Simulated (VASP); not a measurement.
B2C, 6 atoms in the cell. The structure is tetragonal, space group P4/mmm (No. 123). The conventional cell has a = 2.448 Å, b = 2.448 Å, c = 3.339 Å, α = 90.00°, β = 90.00°, γ = 90.00°. Within 2.2 Å of B (site symmetry 4mm) lie 2 B at 1.65 to 1.69 Å and 4 C at 1.92 Å. Within 2.5 Å of C (site symmetry 4/mmm) lie 8 B at 1.92 Å and 4 C at 2.45 Å. 

```yaml
Program: VASP 6.6.1
Task: single point
Functional: PBE
Potentials_or_basis: VASP PAW PBE potentials, release 64 (B, C)
Cutoff: 600 eV
k_mesh: 5 × 5 × 3
Occupations: gaussian, width 0.2 eV
Spin: no spin polarisation
Dipole_correction: no
Further_INCAR_settings: ALGO = Normal; EDIFF = 1e-06; NBANDS = 19
```

Potentials or basis: VASP PAW PBE potentials, release 64 (B, C).

The run is started by

```sh
$ cat potpaw_PBE.64/B/POTCAR potpaw_PBE.64/C/POTCAR > POTCAR
$ mpirun -np 1 vasp_std > vasp.out
```

Hardware: 1 thread of Intel Xeon 8259CL, on a shared host.

Question: Estimate the wall time of this run.

Answer: It took 20 s on 1 thread of Intel Xeon 8259CL (shared host), peak memory 0.15 GiB. Counts: scf iterations 12, k points 12.
